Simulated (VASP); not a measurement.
## GdHO2: single point with PBEsol

System: GdHO2.

```
CELL_PARAMETERS angstrom
5.74917 0.00000 0.00000
0.00000 5.74917 0.00000
0.00000 0.00000 5.74917
ATOMIC_POSITIONS crystal
Gd 0.46507 0.55197 0.53389
Gd 0.83712 0.51991 0.04602
Gd 0.96312 0.02822 0.45963
Gd 0.34620 0.02861 0.97438
H 0.92748 0.96124 0.90552
H 0.32188 0.65726 0.12500
H 0.59482 0.19536 0.67844
H 0.45888 0.18130 0.37564
O 0.04455 0.20190 0.12566
O 0.31432 0.16101 0.60848
O 0.22747 0.72788 0.25678
O 0.74726 0.72137 0.36567
O 0.55548 0.25219 0.24313
O 0.74916 0.26609 0.71880
O 0.00138 0.83034 0.82191
O 0.49974 0.67333 0.89018
```

```json
{"Program": "VASP 6.6.1", "Task": "single point", "Functional": "PBEsol", "Potentials or basis": "VASP PAW PBE potentials, release 64 (Gd, H, O)", "Cutoff": "520 eV", "k mesh": "2 × 2 × 2", "Occupations": "gaussian, width 0.05 eV", "Spin": "collinear spin, ferromagnetic start", "Starting moments": "[7.38, 7.45, 7.43, 7.41, 0.0, 0.0, 0.0, 0.0, 0.0, 0.0, 0.0, 0.0, 0.0, 0.0, 0.0, 0.0] μB", "Dipole correction": "no", "Further INCAR settings": "LREAL = Auto; ALGO = Normal; EDIFF = 1e-07; NBANDS = 80"}
```

```
Pressure                                              : -0.2 GPa
Largest force                                         : 0.480 eV/Å
Band gap on the k mesh                                : 3.19 eV (least direct gap 3.24 eV)
Net moment                                            : 28.00 μB per cell
Site moments                                          : Gd +6.78; H +0.00; O +0.01, -0.00, +0.00 (each value once) μB
Valence electrons inside the program's atomic spheres : Gd 15.23, 15.15, 15.17, 15.22; H 0.72, 0.68, 0.67 (each value once); O 5.03, 5.00, 5.09, 5.11, 5.01 (each value once)
```

Forces on the atoms (eV/Å):
```
Gd  -0.291  0.190  0.111
Gd   0.027  0.102  0.087
Gd  -0.167 -0.171 -0.325
Gd   0.199  0.084 -0.135
H   -0.190  0.287  0.215
H    0.079 -0.124 -0.096
H   -0.233 -0.172 -0.115
H   -0.048 -0.118  0.027
O    0.049  0.078  0.271
O    0.100  0.133  0.103
O   -0.266  0.004  0.260
O    0.054  0.032 -0.270
O    0.467 -0.004 -0.108
O    0.160  0.041 -0.093
O    0.147 -0.400 -0.025
O   -0.085  0.039  0.092
```

Stress tensor (GPa, compression positive):
```
 1.39 -0.61 -0.75
-0.61 -3.09 -0.91
-0.75 -0.91  1.03
```

Levels at points of the mesh, in eV from the valence-band top:
Spin up:
```
           k point  band 74  band 75  band 76  band 77  band 78
(0.00, 0.00, 0.00)    -0.29    -0.12    -0.04     3.79     5.38
(0.50, 0.00, 0.00)    -0.34    -0.29    -0.22     4.84     5.20
(0.00, 0.50, 0.00)    -0.23    -0.11    -0.04     4.85     5.07
(0.00, 0.00, 0.50)    -0.31    -0.16     0.00     4.74     5.16
(0.50, 0.50, 0.00)    -0.35    -0.26    -0.17     4.83     4.99
(0.00, 0.50, 0.50)    -0.26    -0.09    -0.01     4.82     4.99
(0.50, 0.00, 0.50)    -0.28    -0.17    -0.05     4.44     5.09
(0.50, 0.50, 0.50)    -0.33    -0.31    -0.26     4.44     4.65
```
Spin down:
```
           k point  band 44  band 45  band 46  band 47  band 48  band 49  band 50  band 51  band 52  band 53
(0.00, 0.00, 0.00)    -0.86    -0.82    -0.65    -0.59    -0.32     3.19     3.34     3.35     3.36     3.38
(0.50, 0.00, 0.00)    -0.95    -0.80    -0.75    -0.68    -0.54     3.31     3.33     3.36     3.38     3.39
(0.00, 0.50, 0.00)    -0.90    -0.75    -0.61    -0.49    -0.34     3.33     3.34     3.35     3.36     3.38
(0.00, 0.00, 0.50)    -0.82    -0.77    -0.62    -0.47    -0.40     3.29     3.34     3.34     3.36     3.39
(0.50, 0.50, 0.00)    -0.92    -0.75    -0.72    -0.55    -0.50     3.31     3.34     3.35     3.36     3.39
(0.00, 0.50, 0.50)    -0.87    -0.76    -0.68    -0.43    -0.39     3.33     3.35     3.36     3.38     3.39
(0.50, 0.00, 0.50)    -0.87    -0.76    -0.65    -0.46    -0.37     3.31     3.33     3.36     3.37     3.39
(0.50, 0.50, 0.50)    -0.88    -0.84    -0.72    -0.57    -0.45     3.32     3.33     3.36     3.37     3.39
```

It took 24 min on 1 thread of AMD EPYC 7R43 64-Core Processor (Zen 3), on a shared host, peak memory 0.46 GiB.

Caveat: the k points lie up to 0.55 Å⁻¹ apart; the PAW data sets were made with another functional, which shifts forces and pressure a little; spin-orbit coupling is left out, which moves the levels of the heavy elements; semilocal functionals describe open f shells poorly, which spoils levels, moments and volumes. The state reached can hang on the start; a lower one may exist.
